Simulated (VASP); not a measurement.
Input of a VASP 6.6.1 run:

The input INCAR:

```
ALGO     = Fast           # electronic algorithm
EDIFF    = 1E-7           # SCF threshold, eV
ENCUT    = 520            # plane-wave cutoff, eV
GGA      = PE             # functional
ISIF     = 2              # what is computed and relaxed
ISMEAR   = 0              # smearing method
LASPH    = T              # aspherical terms in the spheres
LCHARG   = F              # write CHGCAR
LREAL    = F              # projectors in reciprocal space
LWAVE    = F              # write WAVECAR
NBANDS   = 37             # bands
NELM     = 60             # most SCF steps
PREC     = Accurate       # precision mode
SIGMA    = 0.1            # smearing width, eV
```

Contents of KPOINTS:

```
k-points
0
Gamma
  8 8 8
```

File POSCAR:

```
ZrTa3Nb
1.0
    4.8208997980      0.0000000000      0.0000000000
    0.0000000000      4.8208997980      0.0000000000
    0.0000000000      0.0000000000      4.8208997980
Zr Ta Nb
1 3 1
Direct
    0.5000000000      0.5000000000      0.5000000000
    0.0000000000      0.5000000000      0.5000000000
    0.5000000000      0.0000000000      0.5000000000
    0.5000000000      0.5000000000      0.0000000000
    0.0000000000      0.0000000000      0.0000000000
```

Potentials or basis: VASP PAW PBE potentials, release 64 (Zr_sv, Ta_pv, Nb_sv).

The run is started by

```console
$ cat potpaw_PBE.64/Zr_sv/POTCAR potpaw_PBE.64/Ta_pv/POTCAR potpaw_PBE.64/Nb_sv/POTCAR > POTCAR
$ mpirun -np 1 vasp_std > vasp.out
```

Predict the band gap on the k mesh.

zero (bands 29 and 30 overlap by 0.25 eV).

Predict the pressure.

0.3 GPa.

Caveat: spin-orbit coupling is left out, which moves the levels of the heavy elements.
